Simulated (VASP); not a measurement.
Here is a VASP 6.6.1 calculation.

Contents of INCAR:

```
SYSTEM = LiF
ALGO     = Normal         ! electronic algorithm
DIPOL    = 0.5 0.5 0.500
EDIFF    = 1E-7           ! SCF threshold, eV
ENCUT    = 520            ! plane-wave cutoff, eV
GGA      = PE             ! functional
IDIPOL   = 3            
ISIF     = 2              ! what is computed and relaxed
ISMEAR   = 0              ! smearing method
LASPH    = .True.         ! aspherical terms in the spheres
LCHARG   = .False.        ! write CHGCAR
LDIPOL   = .True.       
LREAL    = .False.        ! projectors in reciprocal space
LWAVE    = .False.        ! write WAVECAR
NBANDS   = 12             ! bands
NELM     = 80             ! most SCF steps
PREC     = Accurate       ! precision mode
SIGMA    = 0.1            ! smearing width, eV
```

KPOINTS

```
k-points
0
Gamma
  6 6 1
  0 0 0
```

POSCAR

```
LiF
1.0
    2.8482260000      0.0000000000      0.0000000000
    0.0000000000      2.8482260000      0.0000000000
    0.0000000000      0.0000000000     14.0000000000
Li F
1 1
Direct
    0.5000000000      0.5000000000      0.5000000000
    0.0000000000      0.0000000000      0.5000000000
```

Potentials or basis: VASP PAW PBE potentials, release 64 (Li_sv, F).

Launch:

```console
$ cat potpaw_PBE.64/Li_sv/POTCAR potpaw_PBE.64/F/POTCAR > POTCAR
$ mpirun -np 1 vasp_std > vasp.out
```

Predict the band gap on the k mesh.

6.12 eV (least direct gap 6.41 eV).
